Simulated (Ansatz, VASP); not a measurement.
# Two plane-wave programs on Nb

INCAR

```
SYSTEM = Nb
ALGO = Fast
EDIFF = 1E-6
ENCUT = 520
GGA = PE
ISIF = 2
ISMEAR = 0
LASPH = .True.
LCHARG = .False.
LREAL = .False.
LWAVE = .False.
NBANDS = 12
NELM = 100
PREC = Accurate
SIGMA = 0.15
```

The input KPOINTS:

```
k-points
0
Gamma
  20 20 20
  0 0 0
```

The input POSCAR:

```
Nb
1.0
    0.0000000000      2.2207500000      2.1150000000
    2.2207500000      0.0000000000      2.1150000000
    2.2207500000      2.2207500000      0.0000000000
Nb
1
Direct
    0.0000000000      0.0000000000      0.0000000000
```

Input for Ansatz:

```yaml
crystal:
  lattice:
    - [0.0, 2.22075, 2.115]
    - [2.22075, 0.0, 2.115]
    - [2.22075, 2.22075, 0.0]
  atoms:
    - { symbol: Nb, position: [0.0, 0.0, 0.0] }
basis:
  ecutwfc: 420
kpoints:
  mp_grid: { grid: [20, 20, 20] }
hamiltonian:
  xc: pbe
scf:
  occupations: { method: gaussian, width: 0.15 }
output:
  forces: true
  stress: true
  eigenvalues: true
```

Change from the starting cell: strain +0.050 along x and y, +0.000 along z, atoms carried along.

Alike in both runs: task single point; functional PBE; k mesh 20 × 20 × 20; occupations gaussian, width 0.15 eV; no spin polarisation.

|  | VASP | Ansatz |
| --- | --- | --- |
| version | VASP 6.6.1 | Ansatz 0.2.0 |
| potentials or method | VASP PAW PBE potentials, release 64 (Nb_sv), cutoff 520 eV | scalar-relativistic, plane waves, PAW |
| valence electrons in the cell | 13 | 13 |

```csv
,VASP,Ansatz,Ansatz less VASP
gap on the k mesh at the Fermi level (eV),none,none,-
pressure (GPa),-14.8,-14.6,+0.25
"traceless stress, the component that is largest in VASP (GPa)",-5.73,-5.77,-0.042
```

A gap of «none» marks a metal or a gap that the smearing closes.
